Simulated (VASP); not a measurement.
# W (Fm-3m) in VASP: further runs

Runs on W. Level: LDA. Tasks: elastic constants.

Program: VASP 6.6.1. These are calculated values, not measurements. Logs are shortened: lines on timing, memory, paths and dates and some standing lists are left out, and cuts for length are marked.

### Step 1. The cell of the first run

It takes space group Fm-3m (No. 225, cubic). The conventional cell has a = 3.916 Å, b = 3.916 Å, c = 3.916 Å, α = 90.00°, β = 90.00°, γ = 90.00°. W (site symmetry m-3m) has 12 W at 2.77 Å within 3.6 Å.

This isn't the form of W at room conditions, which is bcc.

### Step 2. Elastic constants, LDA

INCAR

```
SYSTEM = W
PREC = Accurate
ENCUT = 600
EDIFF = 1E-8
ISMEAR = -1
SIGMA = 0.15
LREAL = .FALSE.
LASPH = .TRUE.
NELM = 60
ALGO = Fast
ISIF = 3
LWAVE = .FALSE.
LCHARG = .FALSE.
GGA = CA
NBANDS = 13
IBRION = 6
NFREE = 2
POTIM = 0.015
NSW = 1
```

KPOINTS

```
Automatic mesh
0
G
  20 20 20
  0 0 0
```

POSCAR

```
W
1.0
    0.0000000000      1.9579366131      1.9579366131
    1.9579366131      0.0000000000      1.9579366131
    1.9579366131      1.9579366131      0.0000000000
W
1
Direct
    0.0000000000      0.0000000000      0.0000000000
```

Potentials or basis: VASP PAW LDA potentials, release 64 (W_sv).

The run is started by

```console
$ cat potpaw_LDA.64/W_sv/POTCAR > POTCAR
$ mpirun -np 1 vasp_std > vasp.out
```

OUTCAR:

```text
SYSTEM = W
   PREC = Accurate
   ENCUT = 600
   EDIFF = 1E-8
   ISMEAR = -1
   LREAL = .FALSE.
   LASPH = .TRUE.
   NELM = 60
   ISIF = 3
   GGA = CA
   IBRION = 6
   NFREE = 2
   POTIM = 0.015
   NSW = 1

 ion  position               nearest neighbor table
   1  0.000  0.000  0.000-

  LATTYP: Found a face centered cubic cell.
 ALAT       =     3.9158732262

  Lattice vectors:

 A1 = (   0.0000000000,   1.9579366131,   1.9579366131)
 A2 = (   1.9579366131,   0.0000000000,   1.9579366131)
 A3 = (   1.9579366131,   1.9579366131,   0.0000000000)

Analysis of symmetry for initial positions (statically):
=====================================================================
 Subroutine PRICEL returns:
 Original cell was already a primitive cell.

 Routine SETGRP: Setting up the symmetry group for a
 face centered cubic supercell.

 Subroutine GETGRP returns: Found 48 space group operations
 (whereof 48 operations were pure point group operations)
 out of a pool of 48 trial point group operations.

The static configuration has the point symmetry O_h .

Analysis of symmetry for dynamics (positions and initial velocities):
=====================================================================
 Subroutine PRICEL returns:
 Original cell was already a primitive cell.

 Routine SETGRP: Setting up the symmetry group for a
 face centered cubic supercell.

 Subroutine GETGRP returns: Found 48 space group operations
 (whereof 48 operations were pure point group operations)
 out of a pool of 48 trial point group operations.

The dynamic configuration has the point symmetry O_h .

 Subroutine INISYM returns: Found 48 space group operations
 (whereof 48 operations are pure point group operations),
 and found     1 'primitive' translations

----------------------------------------------------------------------------------------

                                     Primitive cell

  volume of cell :      15.0116

  direct lattice vectors                    reciprocal lattice vectors
     0.000000000  1.957936613  1.957936613    -0.255370882  0.255370882  0.255370882
     1.957936613  0.000000000  1.957936613     0.255370882 -0.255370882  0.255370882
     1.957936613  1.957936613  0.000000000     0.255370882  0.255370882 -0.255370882

  length of vectors
     2.768940513  2.768940513  2.768940513     0.442315343  0.442315343  0.442315343

  position of ions in fractional coordinates (direct lattice)
     0.000000000  0.000000000  0.000000000

  ion indices of the primitive-cell ions
   primitive index   ion index
                 1           1

----------------------------------------------------------------------------------------

 KPOINTS: Automatic mesh

Automatic generation of k-mesh.
 Grid dimensions read from file:
 generate k-points for:   20   20   20

 Generating k-lattice:

  Cartesian coordinates                     Fractional coordinates (reciprocal lattice)
    -0.012768544  0.012768544  0.012768544     0.050000000  0.000000000  0.000000000
     0.012768544 -0.012768544  0.012768544     0.000000000  0.050000000  0.000000000
     0.012768544  0.012768544 -0.012768544     0.000000000  0.000000000  0.050000000

  Length of vectors
     0.022115767  0.022115767  0.022115767

  Shift w.r.t. Gamma in fractional coordinates (k-lattice)
     0.000000000  0.000000000  0.000000000

 Subroutine IBZKPT returns following result:
 ===========================================

 Found    256 irreducible k-points:

 Following reciprocal coordinates:
            Coordinates               Weight
  0.000000  0.000000  0.000000      1.000000
  0.050000  0.000000  0.000000      8.000000
  0.100000  0.000000  0.000000      8.000000
  0.150000  0.000000  0.000000      8.000000
  0.200000  0.000000  0.000000      8.000000
  0.250000  0.000000  0.000000      8.000000
[... 16 lines left out ...]
 -0.400000  0.050000  0.000000     24.000000
 -0.350000  0.050000  0.000000     24.000000
 [... further k-points ...]
   k-points           NKPTS =    256   k-points in BZ     NKDIM =    256   number of bands    NBANDS=     13
   number of dos      NEDOS =    301   number of ions     NIONS =      1
   total plane-waves  NPLWV =  13824
   dimension x,y,z NGX =    24 NGY =   24 NGZ =   24
   dimension x,y,z NGXF=    48 NGYF=   48 NGZF=   48
   ions per type =               1
   NGX,Y,Z   is equivalent  to a cutoff of  14.41, 14.41, 14.41 a.u.
   NGXF,Y,Z  is equivalent  to a cutoff of  28.82, 28.82, 28.82 a.u.
 SYSTEM =  W
   PREC   = accura    normal or accurate (medium, high low for compatibility)
[... 30 lines left out ...]
  Fermi-wavevector in a.u.,A,eV,Ry     =   1.599468  3.022556 34.807755  2.558298
  Thomas-Fermi vector in A             =   2.696756
   LORBIT       =      0    0 simple, 1 ext, 2 COOP (PROOUT), +10 PAW based schemes
   GGA     = CA    functional components
   LHFCALC =     F    Hartree Fock is set to
   AEXX    =    0.0000 exact exchange contribution
   IVDW    =     0    specifies the selected vdW correction
   LEPSILON=     F    determine dielectric tensor
   LRPA    =     F    only Hartree local field effects (RPA)
 finite differences with symmetry
 non-spin polarized calculation
 RMM-DIIS sequential band-by-band and
  energy-cutoff  :      600.00
  volume of cell :       15.01
 maximum number of plane-waves:       531
 NGX is ok and might be reduce to    24
   NGX = 11   NGY = 11   NGZ = 11

--------------------------------------- Ionic step        1  -------------------------------------------

 number of electron      14.0000001 magnetization

 Free energy of the ion-electron system (eV)
  ---------------------------------------------------
  ext. energy  EPLUGINS =         0.00000000
  ---------------------------------------------------
  free energy    TOTEN  =       -13.61427044 eV

  energy without entropy =      -13.53526371  energy(sigma->0) =      -13.57476708

------------------------ aborting loop because EDIFF is reached ----------------------------------------

  FORCE on cell =-STRESS in cart. coord.  units (eV):
  Direction    XX          YY          ZZ          XY          YZ          ZX
  --------------------------------------------------------------------------------------
  -------------------------------------------------------------------------------------
  Total        1.6195800      1.6195800      1.6195800      0.0000000     -0.0000000     -0.0000000
  in kB      172.8570555    172.8570555    172.8570555      0.0000000     -0.0000000     -0.0000000
  external PRESSURE =     172.8570555 kB  Pullay stress =       0.0000000 kB
[... 86 lines left out ...]
  FREE ENERGIE OF THE ION-ELECTRON SYSTEM (eV)
  ---------------------------------------------------
  free  energy   TOTEN  =       -13.5879903325 eV

  energy  without entropy=      -13.5111557103  energy(sigma->0) =      -13.54957302

[... ionic steps 4 to 12 ...]

--------------------------------------- Ionic step       13  -------------------------------------------

 number of electron      14.0000001 magnetization

------------------------ aborting loop because EDIFF is reached ----------------------------------------
[... 65 lines left out ...]
--------------------------------------- Ionic step       15  -------------------------------------------

 number of electron      14.0000000 magnetization

 Free energy of the ion-electron system (eV)
  ---------------------------------------------------
  ext. energy  EPLUGINS =         0.00000000
  ---------------------------------------------------
  free energy    TOTEN  =       -13.61427044 eV

  energy without entropy =      -13.53526371  energy(sigma->0) =      -13.57476707

 E-fermi :  11.6565     XC(G=0): -14.1245

 val. band max:       11.6381598630   @ k =  -0.4500   0.3500   0.0500
 cond. band min:      11.6893469816   @ k =  -0.4000   0.1500   0.0500
 fundamental gap:      0.0511871185
 Fermi energy:        11.6564891401

 k-point     1 :       0.0000    0.0000    0.0000
  band No.  band energies     occupation
      1     -61.4307      2.00000
      2     -25.1698      2.00000
      3     -25.1698      2.00000
      4     -25.1698      2.00000
      5       2.2851      2.00000
      6      10.9290      1.98446
      7      10.9290      1.98446
      8      10.9290      1.98446
      9      14.4417      0.00000
     10      14.4417      0.00000
     11      24.6008      0.00000
     12      30.2067      0.00000
     13      30.2067      0.00000
[... 354 lines left out ...]
  band No.  band energies     occupation
      1     -61.2923      2.00000
      2     -26.4890      2.00000
      3     -25.3870      2.00000
      4     -25.3331      2.00000
      5       5.6185      2.00000
      6      10.8210      1.99241
      7      11.0021      1.97484
      8      11.0157      1.97247
      9      15.6685      0.00000
     10      16.6924      0.00000
     11      23.7588      0.00000
     12      27.4416      0.00000
     13      32.9215      0.00000

 [... further k-points ...]

------------------------ aborting loop because EDIFF is reached ----------------------------------------

  FORCE on cell =-STRESS in cart. coord.  units (eV):
  Direction    XX          YY          ZZ          XY          YZ          ZX
  --------------------------------------------------------------------------------------
  -------------------------------------------------------------------------------------
  Total        1.6197264      1.6197264      1.6197264     -0.0000000      0.0000000      0.0000000
  in kB      172.8726820    172.8726820    172.8726820     -0.0000000      0.0000000      0.0000000
  external PRESSURE =     172.8726820 kB  Pullay stress =       0.0000000 kB
[... 16 lines left out ...]
  FREE ENERGIE OF THE ION-ELECTRON SYSTEM (eV)
  ---------------------------------------------------
  free  energy   TOTEN  =       -13.6142704370 eV

  energy  without entropy=      -13.5352637123  energy(sigma->0) =      -13.57476707

 INTERNAL STRAIN TENSORS FROM STRAINED CELLS
 ============================================

 INTERNAL STRAIN TENSOR FOR ION    1 for displacements in x,y,z  (eV/Angst):
          X           Y           Z          XY          YZ          ZX
  --------------------------------------------------------------------------------
  x    -0.00000     0.00000    -0.00000     0.00000     0.00000     0.00000
  y     0.00000    -0.00000     0.00000     0.00000     0.00000     0.00000
  z     0.00000     0.00000     0.00000     0.00000    -0.00000     0.00000

 INTERNAL STRAIN TENSORS FROM DISPLACED ATOMS
 ============================================

 INTERNAL STRAIN TENSOR FOR ION    1 for displacements in x,y,z  (eV/Angst):
          X           Y           Z          XY          YZ          ZX
  --------------------------------------------------------------------------------
  x     0.00000     0.00000     0.00000     0.00000     0.00000     0.00000
  y     0.00000     0.00000     0.00000     0.00000     0.00000     0.00000
  z     0.00000     0.00000     0.00000     0.00000     0.00000     0.00000

 Eigenvectors and eigenvalues of the dynamical matrix
 ----------------------------------------------------

   1 f/i=    0.000000 THz     0.000000 2PiTHz    0.000000 cm-1     0.000000 meV
             X         Y         Z           dx          dy          dz
      0.000000  0.000000  0.000000     0.397348    0.917668    0.000000

   2 f/i=    0.000000 THz     0.000000 2PiTHz    0.000000 cm-1     0.000000 meV
             X         Y         Z           dx          dy          dz
      0.000000  0.000000  0.000000    -0.917668    0.397348    0.000000

   3 f/i=    0.000000 THz     0.000000 2PiTHz    0.000000 cm-1     0.000000 meV
             X         Y         Z           dx          dy          dz
      0.000000  0.000000  0.000000     0.000000    0.000000    1.000000

--------------------------------------------------------------------------------------------------------

 ELASTIC MODULI CONTR FROM IONIC RELAXATION (kBar)
 Direction    XX          YY          ZZ          XY          YZ          ZX
 --------------------------------------------------------------------------------
 XX           0.0000      0.0000      0.0000      0.0000      0.0000      0.0000
 YY           0.0000      0.0000      0.0000      0.0000      0.0000      0.0000
 ZZ           0.0000      0.0000      0.0000      0.0000      0.0000      0.0000
 XY           0.0000      0.0000      0.0000      0.0000      0.0000      0.0000
 YZ           0.0000      0.0000      0.0000      0.0000      0.0000      0.0000
 ZX           0.0000      0.0000      0.0000      0.0000      0.0000      0.0000
 --------------------------------------------------------------------------------

 TOTAL ELASTIC MODULI (kBar)
 Direction    XX          YY          ZZ          XY          YZ          ZX
 --------------------------------------------------------------------------------
 XX        1717.3514   4550.4428   4550.4428      0.0000     -0.0000      0.0000
 YY        4550.4428   1717.3514   4550.4428      0.0000      0.0000     -0.0000
 ZZ        4550.4428   4550.4428   1717.3514      0.0000     -0.0000      0.0000
 XY           0.0000      0.0000      0.0000   -525.9000      0.0000     -0.0000
 YZ          -0.0000      0.0000     -0.0000      0.0000   -525.9000     -0.0000
 ZX           0.0000     -0.0000      0.0000     -0.0000     -0.0000   -525.9000
 --------------------------------------------------------------------------------
```

Run time: 34 min. Hardware: 1 thread of AMD EPYC 7R13, shared host; peak memory 0.91 GiB.

What came out:

- Elastic constants C11, C12, C44: 172, 455, -53 GPa
- Voigt bulk modulus: 361 GPa

Elastic tensor in Voigt notation (GPa, in the Cartesian axes of the cell as first typed):
```
172 455 455   0   0   0
455 172 455   0   0   0
455 455 172   0   0   0
  0   0   0 -53   0   0
  0   0   0   0 -53   0
  0   0   0   0   0 -53
```

Clamped-ion elastic tensor (GPa):
```
172 455 455   0   0   0
455 172 455   0   0   0
455 455 172   0   0   0
  0   0   0 -53   0   0
  0   0   0   0 -53   0
  0   0   0   0   0 -53
```

Caveat: the cell is under stress, which shifts elastic constants; the elastic tensor has a negative eigenvalue, so either the cell is unstable as it stands or the mesh is too thin; spin-orbit coupling is left out, which moves the levels of the heavy elements.

(Continued in part 2 of 2.)
